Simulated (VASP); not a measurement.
# PbF2 (Fm-3m) in VASP: a series of runs

The runs below take PbF2 through single point, with PBE-based screened hybrid with 40 % exact exchange, PBE-based global hybrid with 40 % exact exchange.

Program: VASP 6.6.1. These are calculated values, not measurements. Logs are shortened: lines on timing, memory, paths and dates and some standing lists are left out, and cuts for length are marked.

## 1. The cell of the first run

Symmetry: Fm-3m, No. 225, cubic system. The conventional cell has a = 5.921 Å, b = 5.921 Å, c = 5.921 Å, α = 90.00°, β = 90.00°, γ = 90.00°. Pb (site symmetry m-3m) has 8 F at 2.56 Å within 3.4 Å. F (site symmetry -43m) has 4 Pb at 2.56 Å and 6 F at 2.96 Å within 3.4 Å.

## 2. Single point, PBE-based screened hybrid with 40 % exact exchange

POSCAR reads:

```
PbF2
1.0
    0.0000000000      2.9604388884      2.9604388884
    2.9604388884      0.0000000000      2.9604388884
    2.9604388884      2.9604388884      0.0000000000
Pb F
1 2
Direct
    0.0000000000      0.0000000000      0.0000000000
    0.2500000000      0.2500000000      0.2500000000
    0.7500000000      0.7500000000      0.7500000000
```

INCAR.step1 reads:

```
SYSTEM = PbF2
PREC     = Accurate       ! precision mode
ENCUT    = 520            ! plane-wave cutoff, eV
EDIFF    = 1E-5           ! SCF threshold, eV
ISMEAR   = 0              ! smearing method
SIGMA    = 0.01           ! smearing width, eV
LREAL    = .False.        ! projectors in reciprocal space
LASPH    = .True.         ! aspherical terms in the spheres
NELM     = 120            ! most SCF steps
ALGO     = Normal         ! electronic algorithm
ISIF     = 2              ! what is computed and relaxed
LWAVE    = .True.         ! write WAVECAR
GGA      = PE             ! functional
NBANDS   = 21             ! bands
GGA_COMPAT= .False.
```

INCAR.step2 reads:

```
SYSTEM = PbF2
PREC     = Accurate       ! precision mode
ENCUT    = 520            ! plane-wave cutoff, eV
EDIFF    = 1E-6           ! SCF threshold, eV
ISMEAR   = 0              ! smearing method
SIGMA    = 0.01           ! smearing width, eV
LREAL    = .False.        ! projectors in reciprocal space
LASPH    = .True.         ! aspherical terms in the spheres
NELM     = 120            ! most SCF steps
ALGO     = Normal         ! electronic algorithm
ISIF     = 2              ! what is computed and relaxed
LWAVE    = .False.        ! write WAVECAR
LCHARG   = .True.         ! write CHGCAR
GGA      = PE             ! functional
LHFCALC  = .True.         ! exact exchange
AEXX     = 0.4            ! exact-exchange fraction
HFSCREEN = 0.2078         ! screening, 1/A
PRECFOCK = Normal       
LELF     = .True.         ! ELF
LVHAR    = .True.       
ISTART   = 1            
NBANDS   = 21             ! bands
GGA_COMPAT= .False.
```

KPOINTS reads:

```
regular mesh
0
Gamma
  4 4 4
  0 0 0
```

Potentials or basis: VASP PAW PBE potentials, release 64 (Pb_d, F).

Started as:

```console
$ cat potpaw_PBE.64/Pb_d/POTCAR potpaw_PBE.64/F/POTCAR > POTCAR
$ cp INCAR.step1 INCAR
$ mpirun -np 1 vasp_std > vasp.out
$ cp INCAR.step2 INCAR
$ mpirun -np 1 vasp_std > vasp.out
```

OUTCAR:

```text
SYSTEM = PbF2
   PREC = Accurate
   ENCUT = 520
   EDIFF = 1E-6
   ISMEAR = 0
   LREAL = .False.
   LASPH = .True.
   NELM = 120
   ISIF = 2
   GGA = PE
   LHFCALC = .True.
   AEXX = 0.4
   HFSCREEN = 0.2078
   PRECFOCK = Normal
   ISTART = 1

 ion  position               nearest neighbor table
   1  0.000  0.000  0.000-   3 2.56   3 2.56   3 2.56   2 2.56   3 2.56   2 2.56   2 2.56   2 2.56

   2  0.250  0.250  0.250-   1 2.56   1 2.56   1 2.56   1 2.56
   3  0.750  0.750  0.750-   1 2.56   1 2.56   1 2.56   1 2.56

  LATTYP: Found a face centered cubic cell.
 ALAT       =     5.9208777768

  Lattice vectors:

 A1 = (   0.0000000000,   2.9604388884,   2.9604388884)
 A2 = (   2.9604388884,   0.0000000000,   2.9604388884)
 A3 = (   2.9604388884,   2.9604388884,   0.0000000000)

Analysis of symmetry for initial positions (statically):
=====================================================================
 Subroutine PRICEL returns:
 Original cell was already a primitive cell.

 Routine SETGRP: Setting up the symmetry group for a
 face centered cubic supercell.

 Subroutine GETGRP returns: Found 48 space group operations
 (whereof 48 operations were pure point group operations)
 out of a pool of 48 trial point group operations.

The static configuration has the point symmetry O_h .

Analysis of symmetry for dynamics (positions and initial velocities):
=====================================================================
 Subroutine PRICEL returns:
 Original cell was already a primitive cell.

 Routine SETGRP: Setting up the symmetry group for a
 face centered cubic supercell.

 Subroutine GETGRP returns: Found 48 space group operations
 (whereof 48 operations were pure point group operations)
 out of a pool of 48 trial point group operations.

The dynamic configuration has the point symmetry O_h .

 Subroutine INISYM returns: Found 48 space group operations
 (whereof 48 operations are pure point group operations),
 and found     1 'primitive' translations

----------------------------------------------------------------------------------------

                                     Primitive cell

  volume of cell :      51.8917

  direct lattice vectors                    reciprocal lattice vectors
[... 74 lines left out ...]
   EDIFFG = 0.1E-04   stopping-criterion for IOM
   NSW    =      0    number of steps for IOM
   IBRION =     -1    ionic relax: 0-MD 1-quasi-New 2-CG
   NFREE  =      0    steps in history (QN), initial steepest desc. (CG)
   ISIF   =      2    stress and relaxation
   ISYM   =      3    0-nonsym 1-usesym 2-fastsym
   POTIM  = 0.5000    time-step for ionic-motion
   TEBEG  =    0.0;   TEEND  =   0.0 temperature during run
   PSTRESS=    0.0 pullay stress
   NELECT =      28.0000    total number of electrons
   NUPDOWN=      -1.0000    fix difference up-down
   EMIN   =  10.00;   EMAX   =-10.00  energy-range for DOS
   EFERMI =   0.00;   METHOD = LEGACY
   ISMEAR =     0;   SIGMA  =   0.01  broadening in eV -4-tet -1-fermi 0-gaus
   EFERMI_NEDOS =   21; number of points for ismear=-14 and -15
   IALGO  =     38    algorithm
   IMIX   =      1    mixing-type and parameters
     AMIX     =   0.40;   BMIX     =  1.00
     AMIX_MAG =   1.60;   BMIX_MAG =  1.00
  volume/ion in A,a.u.               =      17.30       116.73
  Fermi-wavevector in a.u.,A,eV,Ry     =   1.332789  2.518606 24.168391  1.776327
  Thomas-Fermi vector in A             =   2.461697
   LORBIT       =      0    0 simple, 1 ext, 2 COOP (PROOUT), +10 PAW based schemes
   GGA     = PE    functional components
   LHFCALC =     T    Hartree Fock is set to
   PRECFOCK=normal    Normal, Fast or Accurate (Low or Medium for compatibility)
   ENCUT4O =  -1.0   cutoff for four orbital integrals eV
   NKREDX  =     1    reduce k-point grid by
   NKREDY  =     1    reduce k-point grid by
   NKREDZ  =     1    reduce k-point grid by
   AEXX    =    0.4000 exact exchange contribution
   HFSCREEN=    0.2078 screening length (either q_TF or 0.3 A-1)
   HFSCREENC=   0.2078 screening length for correlation (either q_TF or 0.3 A-1)
   ENCUTFOCK=  -1.0 apply spherical cutoff to Coloumb kernel
   IVDW    =     0    specifies the selected vdW correction
   LEPSILON=     F    determine dielectric tensor
   LRPA    =     F    only Hartree local field effects (RPA)
 non-spin polarized calculation
 Gauss-broadening in eV      SIGMA  =   0.01
  energy-cutoff  :      520.00
  volume of cell :       51.89
 maximum number of plane-waves:      1411
  NGX = 24; NGY = 24; NGZ = 24

 number of electron      28.0000003 magnetization

 Free energy of the ion-electron system (eV)
  ---------------------------------------------------
  ext. energy  EPLUGINS =         0.00000000
  ---------------------------------------------------
  free energy    TOTEN  =       -20.03265222 eV

  energy without entropy =      -20.03265222  energy(sigma->0) =      -20.03265222

 E-fermi :   0.5320     XC(G=0):  -6.7513

 val. band max:        0.4570961446   @ k =  -0.2500   0.5000   0.2500
 cond. band min:       6.9714296668   @ k =   0.5000   0.5000   0.0000
 fundamental gap:      6.5143335221
 Fermi energy:         0.5319604194

 k-point     1 :       0.0000    0.0000    0.0000
  band No.  band energies     occupation
      1     -24.2532      2.00000
      2     -23.6084      2.00000
      3     -15.8911      2.00000
      4     -15.8911      2.00000
      5     -15.8910      2.00000
      6     -15.7951      2.00000
[... 181 lines left out ...]
     20      19.3487      0.00000
     21      19.3487      0.00000

------------------------ aborting loop because EDIFF is reached ----------------------------------------

  FORCE on cell =-STRESS in cart. coord.  units (eV):
  Direction    XX          YY          ZZ          XY          YZ          ZX
  --------------------------------------------------------------------------------------
  -------------------------------------------------------------------------------------
  Total        0.0696137      0.0696137      0.0696137      0.0000000      0.0000000     -0.0000000
  in kB        2.1493490      2.1493490      2.1493490      0.0000000      0.0000000     -0.0000000
  external PRESSURE =       2.1493490 kB  Pullay stress =       0.0000000 kB

 VOLUME and BASIS-vectors are now :
 -----------------------------------------------------------------------------
  energy-cutoff  :      520.00
  volume of cell :       51.89
      direct lattice vectors                 reciprocal lattice vectors
     0.000000000  2.960438888  2.960438888    -0.168893876  0.168893876  0.168893876
     2.960438888  0.000000000  2.960438888     0.168893876 -0.168893876  0.168893876
     2.960438888  2.960438888  0.000000000     0.168893876  0.168893876 -0.168893876

 POSITION                                       TOTAL-FORCE (eV/Angst)
 -----------------------------------------------------------------------------------
      0.00000      0.00000      0.00000        -0.000000     -0.000000     -0.000000
      1.48022      1.48022      1.48022        -0.000000     -0.000000     -0.000000
      4.44066      4.44066      4.44066         0.000000      0.000000      0.000000
 -----------------------------------------------------------------------------------
    total drift:                               -0.000002     -0.000002     -0.000002

  FREE ENERGIE OF THE ION-ELECTRON SYSTEM (eV)
  ---------------------------------------------------
  free  energy   TOTEN  =       -20.0326522240 eV

  energy  without entropy=      -20.0326522240  energy(sigma->0) =      -20.03265222
```

OUTCAR.step1:

```text
SYSTEM = PbF2
   PREC = Accurate
   ENCUT = 520
   EDIFF = 1E-5
   ISMEAR = 0
   LREAL = .False.
   LASPH = .True.
   NELM = 120
[... 397 lines left out ...]
      0.00000      0.00000      0.00000        -0.000000     -0.000000     -0.000000
      1.48022      1.48022      1.48022        -0.000000     -0.000000     -0.000000
      4.44066      4.44066      4.44066         0.000000      0.000000      0.000000
 -----------------------------------------------------------------------------------
    total drift:                                0.000000     -0.000000      0.000000

  FREE ENERGIE OF THE ION-ELECTRON SYSTEM (eV)
  ---------------------------------------------------
  free  energy   TOTEN  =       -14.3307220503 eV

  energy  without entropy=      -14.3307220503  energy(sigma->0) =      -14.33072205
```

It took 21 min on 1 thread of AMD EPYC 7R43 (Zen 3), shared host; peak memory 0.25 GiB.

What came out:

| Property | Result |
| --- | --- |
| Free energy | -20.0327 eV |
| Pressure | 0.2 GPa |
| Band gap on the k mesh | 6.51 eV (least direct gap 6.64 eV) |

Caveat: the k points lie up to 0.46 Å⁻¹ apart; the structure was generated, so it needn't be the stable form of PbF2; the PAW data sets were made with another functional, which shifts forces and pressure a little; spin-orbit coupling is left out, which moves the levels of the heavy elements. A k mesh can miss the band edges.

## 3. Single point, PBE-based global hybrid with 40 % exact exchange

POSCAR is that of step 2.

INCAR.step1 reads:

```
  PREC = Accurate
  ENCUT = 520
  EDIFF = 1E-5
  ISMEAR = 0
  SIGMA = 0.01
  LREAL = F
  LASPH = T
  NELM = 120
  ALGO = Normal
  ISIF = 2
  LWAVE = T
  LCHARG = F
  NBANDS = 21
  GGA = PE
  GGA_COMPAT = F
```

INCAR.step2 reads:

```
  PREC = Accurate
  ENCUT = 520
  EDIFF = 1E-6
  ISMEAR = 0
  SIGMA = 0.01
  LREAL = F
  LASPH = T
  NELM = 120
  ALGO = Normal
  ISIF = 2
  LWAVE = F
  LCHARG = F
  GGA = PE
  LHFCALC = T
  AEXX = 0.4
  PRECFOCK = Normal
  NBANDS = 21
  ISTART = 1
  GGA_COMPAT = F
```

KPOINTS reads:

```
Automatic mesh
0
Gamma
  4 4 4
```

Potentials or basis: VASP PAW PBE potentials, release 64 (Pb_d, F).

Started as:

```console
$ cat potpaw_PBE.64/Pb_d/POTCAR potpaw_PBE.64/F/POTCAR > POTCAR
$ cp INCAR.step1 INCAR
$ mpirun -np 1 vasp_std > vasp.out
$ cp INCAR.step2 INCAR
$ mpirun -np 1 vasp_std > vasp.out
```

Run time: 25 min. Hardware: 1 thread of AMD EPYC 7R43 (Zen 3), shared host; peak memory 0.15 GiB.

It converged, with:

| Property | Result |
| --- | --- |
| Free energy | -21.9960 eV |
| Pressure | -0.1 GPa |
| Band gap on the k mesh | 7.71 eV (least direct gap 7.84 eV) |

Levels at points of the mesh, in eV from the valence-band top:
```csv
k point,band 11,band 12,band 13,band 14,band 15,band 16,band 17,band 18
"(0.00, 0.00, 0.00)",-3.67,-3.10,-3.10,-3.10,10.27,10.27,10.27,13.96
"(0.50, 0.00, 0.00)",-3.83,-3.30,-3.30,-0.19,8.23,11.29,11.29,16.69
"(0.50, 0.50, 0.00)",-2.65,-2.65,-2.65,-0.13,7.71,11.55,11.55,12.19
```

Caveat: the k points lie up to 0.46 Å⁻¹ apart; the structure was generated, so it needn't be the stable form of PbF2; the PAW data sets were made with another functional, which shifts forces and pressure a little; spin-orbit coupling is left out, which moves the levels of the heavy elements.

## 4. Single point, PBE-based screened hybrid with 40 % exact exchange

POSCAR is that of step 3.

INCAR.step1 reads:

```
PREC = Accurate
ENCUT = 520
EDIFF = 1E-5
ISMEAR = 0
SIGMA = 0.01
LREAL = F
LASPH = T
NELM = 120
ALGO = Normal
ISIF = 2
LWAVE = T
LCHARG = F
GGA = PE
NBANDS = 21
GGA_COMPAT = F
```

INCAR.step2 reads:

```
PREC = Accurate
ENCUT = 520
EDIFF = 1E-6
ISMEAR = 0
SIGMA = 0.01
LREAL = F
LASPH = T
NELM = 120
ALGO = Normal
ISIF = 2
LWAVE = F
LCHARG = F
GGA = PE
LHFCALC = T
AEXX = 0.4
HFSCREEN = 0.1
PRECFOCK = Normal
ISTART = 1
NBANDS = 21
GGA_COMPAT = F
```

KPOINTS is that of step 3.

Started as:

```console
$ cat potpaw_PBE.64/Pb_d/POTCAR potpaw_PBE.64/F/POTCAR > POTCAR
$ cp INCAR.step1 INCAR
$ mpirun -np 1 vasp_std > vasp.out
$ cp INCAR.step2 INCAR
$ mpirun -np 1 vasp_std > vasp.out
```

Wall time 26 min (1 thread of AMD EPYC 7R43 (Zen 3), shared host); peak memory 0.25 GiB.

It converged, with:

* Free energy: -21.0026 eV
* Pressure: 0.0 GPa
* Band gap on the k mesh: 7.10 eV (least direct gap 7.23 eV)

Levels at points of the mesh, in eV from the valence-band top:
| k point | band 12 | band 13 | band 14 | band 15 | band 16 | band 17 |
| --- | --- | --- | --- | --- | --- | --- |
| (0.00, 0.00, 0.00) | -3.09 | -3.09 | -3.09 | 9.65 | 9.65 | 9.65 |
| (0.50, 0.00, 0.00) | -3.29 | -3.29 | -0.19 | 7.60 | 10.67 | 10.67 |
| (0.50, 0.50, 0.00) | -2.64 | -2.64 | -0.13 | 7.10 | 10.93 | 10.93 |

Caveat: the k points lie up to 0.46 Å⁻¹ apart; the structure was generated, so it needn't be the stable form of PbF2; the PAW data sets were made with another functional, which shifts forces and pressure a little; spin-orbit coupling is left out, which moves the levels of the heavy elements. A k mesh can miss the band edges.

## 5. Summary

```csv
level,screening parameter,gap on the mesh (eV),pressure (GPa)
PBE-based screened hybrid with 40 % exact exchange,0.2078 1/Å,6.51,0.2
PBE-based global hybrid with 40 % exact exchange,-,7.71,-0.1
PBE-based screened hybrid with 40 % exact exchange,0.1 1/Å,7.10,0.0
```

Alike in all rows: task single point; potentials or basis VASP PAW PBE potentials, release 64 (Pb_d, F); no spin polarisation; cell as given; k mesh 4 × 4 × 4; cutoff (eV) 520; smearing gaussian 0.01 eV.

Caveats: all runs use coarse meshes; the structure was generated, so it needn't be the stable form of PbF2; the PAW data sets were made with another functional, which shifts forces and pressure a little; spin-orbit coupling is left out, which moves the levels of the heavy elements.

Total energies depend on the potentials used, so only differences within one code and one set of settings carry meaning.
